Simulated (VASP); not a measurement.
A run of VASP 6.6.1 is set up as follows.

File INCAR:

```
SYSTEM = GaAs
  ALGO = Normal
  EDIFF = 1E-7
  ENCUT = 520
  GGA = PS
  ISIF = 2
  ISMEAR = 0
  LASPH = .TRUE.
  LCHARG = .TRUE.
  LELF = .TRUE.
  LREAL = .FALSE.
  LVHAR = .TRUE.
  LWAVE = .FALSE.
  NBANDS = 26
  NELM = 60
  PREC = Accurate
  SIGMA = 0.01
```

File KPOINTS:

```
k-points
0
G
  10 10 6
  0 0 0
```

Contents of POSCAR:

```
GaAs
1.0
    2.9987149951      2.9987149951      0.0000000000
   -2.9987149951      2.9987149951      0.0000000000
    0.0000000000      0.0000000000      5.4542665193
Ga As
2 2
Direct
    0.0000000000      0.0000000000      0.0000000000
    0.5000000000      0.5000000000      0.5000000000
    0.5000000000      0.0000000000      0.7500000000
    0.0000000000      0.5000000000      0.2500000000
```

Potentials or basis: VASP PAW PBE potentials, release 64 (Ga_d, As).

Run with:

```sh
$ cat potpaw_PBE.64/Ga_d/POTCAR potpaw_PBE.64/As/POTCAR > POTCAR
$ mpirun -np 1 vasp_std > vasp.out
```

Question: Estimate the band gap on the k mesh.

Answer: 0.24 eV.

Question: Predict the pressure.

Answer: -4.5 GPa.

Stress tensor (GPa, compression positive):
```
-6.05  0.00  0.00
 0.00 -6.05  0.00
 0.00  0.00 -1.45
```

Caveat: the cell differs from its parent crystal (biaxial strain in the a-b plane: +6.0 %); the cell stands under tension; the PAW data sets were made with another functional, which shifts forces and pressure a little. A k mesh can miss the band edges.
